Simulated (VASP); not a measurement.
# Hg (Im-3m) in VASP: further runs, part 2 of 3

VASP 6.6.1.

**5. Relaxation of cell and atoms, r2SCAN**

This run uses another cell than the first one, of 23.07 Å³/atom.

Input file POSCAR:

```
Hg
1.0
   -1.7934065524      1.7934065524      1.7934065524
    1.7934065524     -1.7934065524      1.7934065524
    1.7934065524      1.7934065524     -1.7934065524
Hg
1
Direct
    0.0000000000      0.0000000000      0.0000000000
```

Input file INCAR.step1:

```
  PREC = Accurate
  ENCUT = 550
  ISMEAR = -1
  SIGMA = 0.1
  LREAL = F
  LASPH = T
  NELM = 120
  GGA = PE
  ALGO = Normal
  EDIFF = 1E-5
  LWAVE = T
  LCHARG = F
  GGA_COMPAT = F
  IBRION = 2
  ISIF = 3
  EDIFFG = -0.005
  NELMIN = 4
  NSW = 100
```

Input file INCAR.step2:

```
  PREC = Accurate
  ENCUT = 550
  EDIFF = 1E-7
  ISMEAR = -1
  SIGMA = 0.1
  LREAL = F
  LASPH = T
  NELM = 120
  ALGO = Normal
  ISIF = 3
  LWAVE = F
  LCHARG = F
  METAGGA = R2SCAN
  LMIXTAU = T
  IBRION = 2
  NSW = 80
  EDIFFG = -0.01
  ISTART = 1
  GGA_COMPAT = F
  NELMIN = 4
```

Input file KPOINTS:

```
regular mesh
0
Gamma
  12 12 12
```

Potentials or basis: VASP PAW PBE potentials, release 64 (Hg).

The run is started by

```
$ cat potpaw_PBE.64/Hg/POTCAR > POTCAR
$ cp INCAR.step1 INCAR
$ mpirun -np 1 vasp_std > vasp.out
$ cp INCAR.step2 INCAR
$ mpirun -np 1 vasp_std > vasp.out
```

OUTCAR:

```text
PREC = Accurate
   ENCUT = 550
   EDIFF = 1E-7
   ISMEAR = -1
   LREAL = F
   LASPH = T
   NELM = 120
   ISIF = 3
   METAGGA = R2SCAN
   IBRION = 2
   NSW = 80
   EDIFFG = -0.01
   ISTART = 1
   NELMIN = 4

 ion  position               nearest neighbor table
   1  0.000  0.000  0.000-

  LATTYP: Found a body centered cubic cell.
 ALAT       =     3.5868131048

  Lattice vectors:

 A1 = (  -1.7934065524,   1.7934065524,   1.7934065524)
 A2 = (   1.7934065524,  -1.7934065524,   1.7934065524)
 A3 = (   1.7934065524,   1.7934065524,  -1.7934065524)

Analysis of symmetry for initial positions (statically):
=====================================================================
 Subroutine PRICEL returns:
 Original cell was already a primitive cell.

 Routine SETGRP: Setting up the symmetry group for a
 body centered cubic supercell.

 Subroutine GETGRP returns: Found 48 space group operations
 (whereof 48 operations were pure point group operations)
 out of a pool of 48 trial point group operations.

The static configuration has the point symmetry O_h .

Analysis of symmetry for dynamics (positions and initial velocities):
=====================================================================
 Subroutine PRICEL returns:
 Original cell was already a primitive cell.

 Routine SETGRP: Setting up the symmetry group for a
 body centered cubic supercell.

 Subroutine GETGRP returns: Found 48 space group operations
 (whereof 48 operations were pure point group operations)
 out of a pool of 48 trial point group operations.

The dynamic configuration has the point symmetry O_h .

 Subroutine INISYM returns: Found 48 space group operations
 (whereof 48 operations are pure point group operations),
 and found     1 'primitive' translations

----------------------------------------------------------------------------------------

                                     Primitive cell

  volume of cell :      23.0726

  direct lattice vectors                    reciprocal lattice vectors
    -1.793406552  1.793406552  1.793406552     0.000000000  0.278799026  0.278799026
     1.793406552 -1.793406552  1.793406552     0.278799026  0.000000000  0.278799026
     1.793406552  1.793406552 -1.793406552     0.278799026  0.278799026  0.000000000

  length of vectors
     3.106271267  3.106271267  3.106271267     0.394281364  0.394281364  0.394281364

  position of ions in fractional coordinates (direct lattice)
     0.000000000  0.000000000  0.000000000

  ion indices of the primitive-cell ions
   primitive index   ion index
                 1           1

----------------------------------------------------------------------------------------

 KPOINTS: regular mesh

Automatic generation of k-mesh.
 Grid dimensions read from file:
 generate k-points for:   12   12   12

 Generating k-lattice:
[... 22 lines left out ...]
  0.250000  0.000000  0.000000     12.000000
  0.333333  0.000000  0.000000     12.000000
  0.416667  0.000000  0.000000     12.000000
[... 16 lines left out ...]
  0.333333  0.083333  0.083333     24.000000
  0.416667  0.083333  0.083333     12.000000
 [... further k-points ...]
   k-points           NKPTS =     72   k-points in BZ     NKDIM =     72   number of bands    NBANDS=     10
   number of dos      NEDOS =    301   number of ions     NIONS =      1
   total plane-waves  NPLWV =  13824
   dimension x,y,z NGX =    24 NGY =   24 NGZ =   24
   dimension x,y,z NGXF=    48 NGYF=   48 NGZF=   48
   ions per type =               1
   NGX,Y,Z   is equivalent  to a cutoff of  12.84, 12.84, 12.84 a.u.
   NGXF,Y,Z  is equivalent  to a cutoff of  25.69, 25.69, 25.69 a.u.
 SYSTEM =  unknown system
   PREC   = accura    normal or accurate (medium, high low for compatibility)
   ISTART =      1    job   : 0-new  1-cont  2-samecut
   ICHARG =      0    charge: 1-file 2-atom 10-const
   ISPIN  =      1    spin polarized calculation?
   LNONCOLLINEAR =      F non collinear calculations
   LSORBIT =      F    spin-orbit coupling
   LASPH  =      T    aspherical Exc in radial PAW
   ENCUT  =  550.0 eV  40.42 Ry    6.36 a.u.   5.94  5.94  5.94*2*pi/ulx,y,z
   NELM   =    120;   NELMIN=  4; NELMDL=  0     # of ELM steps
   EDIFF  = 0.1E-06   stopping-criterion for ELM
   LREAL  =      F    real-space projection
   EDIFFG = -.1E-01   stopping-criterion for IOM
   NSW    =     80    number of steps for IOM
   IBRION =      2    ionic relax: 0-MD 1-quasi-New 2-CG
   NFREE  =      1    steps in history (QN), initial steepest desc. (CG)
   ISIF   =      3    stress and relaxation
   ISYM   =      2    0-nonsym 1-usesym 2-fastsym
   POTIM  = 0.5000    time-step for ionic-motion
   TEBEG  =    0.0;   TEEND  =   0.0 temperature during run
   PSTRESS=    0.0 pullay stress
   NELECT =      12.0000    total number of electrons
   NUPDOWN=      -1.0000    fix difference up-down
   EMIN   =  10.00;   EMAX   =-10.00  energy-range for DOS
   EFERMI =   0.00;   METHOD = LEGACY
   ISMEAR =    -1;   SIGMA  =   0.10  broadening in eV -4-tet -1-fermi 0-gaus
   EFERMI_NEDOS =   21; number of points for ismear=-14 and -15
   IALGO  =     38    algorithm
   IMIX   =      4    mixing-type and parameters
     AMIX     =   0.40;   BMIX     =  1.00
     AMIX_MAG =   1.60;   BMIX_MAG =  1.00
  volume/ion in A,a.u.               =      23.07       155.70
  Fermi-wavevector in a.u.,A,eV,Ry     =   1.316547  2.487914 23.582938  1.733297
  Thomas-Fermi vector in A             =   2.446652
   LORBIT       =      0    0 simple, 1 ext, 2 COOP (PROOUT), +10 PAW based schemes
   METAGGA = R2SCAN    functional components
   LHFCALC =     F    Hartree Fock is set to
   AEXX    =    0.0000 exact exchange contribution
   IVDW    =     0    specifies the selected vdW correction
   LEPSILON=     F    determine dielectric tensor
   LRPA    =     F    only Hartree local field effects (RPA)
 conjugate gradient relaxation of ions
 non-spin polarized calculation
  energy-cutoff  :      550.00
  volume of cell :       23.07
 maximum number of plane-waves:       691
   NGX = 11   NGY = 11   NGZ = 11

--------------------------------------- Ionic step        1  -------------------------------------------

 number of electron      12.0000001 magnetization

 Free energy of the ion-electron system (eV)
  ---------------------------------------------------
  ext. energy  EPLUGINS =         0.00000000
  ---------------------------------------------------
  free energy    TOTEN  =       -49.30889101 eV

  energy without entropy =      -49.30324466  energy(sigma->0) =      -49.30606784

------------------------ aborting loop because EDIFF is reached ----------------------------------------

  FORCE on cell =-STRESS in cart. coord.  units (eV):
  Direction    XX          YY          ZZ          XY          YZ          ZX
  --------------------------------------------------------------------------------------
  -------------------------------------------------------------------------------------
  Total        0.8094386      0.8094386      0.8094386     -0.0000000     -0.0000000      0.0000000
  in kB       56.2080157     56.2080157     56.2080157     -0.0000000     -0.0000000      0.0000000
  external PRESSURE =      56.2080157 kB  Pullay stress =       0.0000000 kB
[... 92 lines left out ...]
--------------------------------------- Ionic step        4  -------------------------------------------

 number of electron      11.9999995 magnetization

 Free energy of the ion-electron system (eV)
  ---------------------------------------------------
  ext. energy  EPLUGINS =         0.00000000
  ---------------------------------------------------
  free energy    TOTEN  =       -49.36281883 eV

  energy without entropy =      -49.35446894  energy(sigma->0) =      -49.35864389

 E-fermi :   1.7166     XC(G=0): -10.6468

 val. band max:        1.6992131436   @ k =   0.5000   0.5000   0.3333
 cond. band min:       1.7884518043   @ k =   0.4167   0.1667   0.0000
 fundamental gap:      0.0892386607
 Fermi energy:         1.7166385717

 k-point     1 :       0.0000    0.0000    0.0000
  band No.  band energies     occupation
      1      -6.5495      2.00000
      2      -5.4481      2.00000
      3      -5.4481      2.00000
      4      -5.4481      2.00000
      5      -4.7506      2.00000
      6      -4.7506      2.00000
      7      16.5563      0.00000
      8      16.5563      0.00000
      9      16.5563      0.00000
     10      17.0923      0.00000
[... 287 lines left out ...]
 k-point    24 :       0.4167    0.0833    0.0833
  band No.  band energies     occupation
      1      -5.8717      2.00000
      2      -5.7596      2.00000
      3      -4.7804      2.00000
      4      -4.7232      2.00000
      5      -4.4891      2.00000
      6       0.0627      2.00000
      7       1.5438      1.69832
      8       8.7393      0.00000
      9      10.2128      0.00000
     10      18.1713      0.00000

 [... further k-points ...]
[... 5 lines left out ...]
  --------------------------------------------------------------------------------------
  -------------------------------------------------------------------------------------
  Total       -0.0079288     -0.0079288     -0.0079288      0.0000000      0.0000000      0.0000000
  in kB       -0.4691724     -0.4691724     -0.4691724      0.0000000      0.0000000      0.0000000
  external PRESSURE =      -0.4691724 kB  Pullay stress =       0.0000000 kB
[... 16 lines left out ...]
  FREE ENERGIE OF THE ION-ELECTRON SYSTEM (eV)
  ---------------------------------------------------
  free  energy   TOTEN  =       -49.3628188321 eV

  energy  without entropy=      -49.3544689428  energy(sigma->0) =      -49.35864389

 reached required accuracy - stopping structural energy minimisation
```

Run time: 2.9 min. Hardware: 1 thread of Intel Xeon 6975P-C (Granite Rapids), shared host; peak memory 0.16 GiB.

Results:

```
Free energy                           : -49.3628 eV
Relaxed volume                        : 27.08 Å³/atom
Relaxed cell                          : a = 3.276 Å, b = 3.276 Å, c = 3.276 Å, α = 109.47°, β = 109.47°, γ = 109.47°
Space group after relaxing (to 0.1 Å) : Im-3m (No. 229)
Energy gained by relaxing             : 53.9 meV/atom
Ionic steps                           : 4
Pressure after relaxing               : 0.0 GPa
Band gap on the k mesh                : zero (bands 6 and 7 overlap by 2.94 eV)
```

Step by step:
```csv
step,energy change (eV),largest force (eV/Å),pressure (GPa),volume (Å³)
1,0.0000,0.0000,5.62,23.07
2,-0.0510,0.0000,0.90,25.88
3,-0.0535,0.0000,-0.27,27.47
4,-0.0539,0.0000,-0.05,27.08
```

Final structure:
```yaml
crystal:
  lattice:
    - [-1.89165, 1.89165, 1.89165]
    - [1.89165, -1.89165, 1.89165]
    - [1.89165, 1.89165, -1.89165]
  atoms:
    - { symbol: Hg, position: [0.00000, 0.00000, 0.00000] }
```

Levels at points of the mesh, in eV from the Fermi level:
```
           k point  band 2  band 3  band 4  band 5  band 6  band 7  band 8  band 9  band 10
(0.00, 0.00, 0.00)   -7.16   -7.16   -7.16   -6.47   -6.47   14.84   14.84   14.84    15.38
(0.50, 0.00, 0.00)   -7.51   -6.52   -6.44   -5.96   -1.74   -0.78    8.97   10.06    13.93
(0.50, 0.50, 0.50)   -7.67   -6.08   -6.08   -6.08    2.17    3.93    3.93    3.93     9.85
```

Caveat: the volume moved by over 15 % at a fixed basis, so the end points are rough; the PAW data sets were made with another functional, which shifts forces and pressure a little; spin-orbit coupling is left out, which moves the levels of the heavy elements.

[end of part 2 of 3]
